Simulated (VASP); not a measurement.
Wanted: the native input for a VASP 6.6.1 run.

```
Task                   : relaxation of cell and atoms
Functional             : PBEsol
Potentials or basis    : VASP PAW PBE potentials, release 64 (Cd_sv_GW)
Cutoff                 : 630 eV
k mesh                 : 6 × 6 × 6
Occupations            : gaussian, width 0.1 eV
Spin                   : no spin polarisation
Dipole correction      : no
Further INCAR settings : ALGO = Normal; EDIFF = 1e-07; IBRION = 2; EDIFFG = -0.04; NSW = 90; ISIF = 3
```

The structure of Cd lies in POSCAR:

```
Cd
1.0
    2.8282114368      0.0000000000      0.0000000000
    0.0000000000      2.8282114368      0.0000000000
    0.0000000000      0.0000000000      2.8282114368
Cd
1
Direct
    0.0000000000      0.0000000000      0.0000000000
```

This isn't the form of Cd at room conditions, which is hcp.

One way to write it, as run:

INCAR

```
PREC = Accurate ; ENCUT = 630
EDIFF = 1E-7 ; ISMEAR = 0
SIGMA = 0.1 ; LREAL = F
LASPH = T ; NELM = 120
ALGO = Normal ; ISIF = 3
LWAVE = F ; LCHARG = F
GGA = PS ; IBRION = 2
NSW = 90 ; EDIFFG = -0.04
GGA_COMPAT = F ; NELMIN = 4
```

KPOINTS

```
Automatic mesh
0
Gamma
  6 6 6
```

Potentials or basis: VASP PAW PBE potentials, release 64 (Cd_sv_GW).

Command:

```console
$ cat potpaw_PBE.64/Cd_sv_GW/POTCAR > POTCAR
$ mpirun -np 1 vasp_std > vasp.out
```

It gave:

```json
{
  "Relaxed volume": "24.74 Å³/atom",
  "Relaxed cell": "a = 2.914 Å, b = 2.914 Å, c = 2.914 Å, α = 90.00°, β = 90.00°, γ = 90.00°",
  "Space group after relaxing (to 0.1 Å)": "Pm-3m (No. 221)",
  "Energy gained by relaxing": "35.6 meV/atom",
  "Ionic steps": "3",
  "Pressure after relaxing": "0.0 GPa",
  "Band gap on the k mesh": "zero (bands 10 and 11 overlap by 7.01 eV)"
}
```

Caveat: the k points lie up to 0.36 Å⁻¹ apart in the final cell, too coarse for converged energies and pressures of a metal; the PAW data sets were made with another functional, which shifts forces and pressure a little.

It took 15 s on 1 thread of AMD EPYC 9R45 (Zen 5) (shared host), peak memory 0.12 GiB.
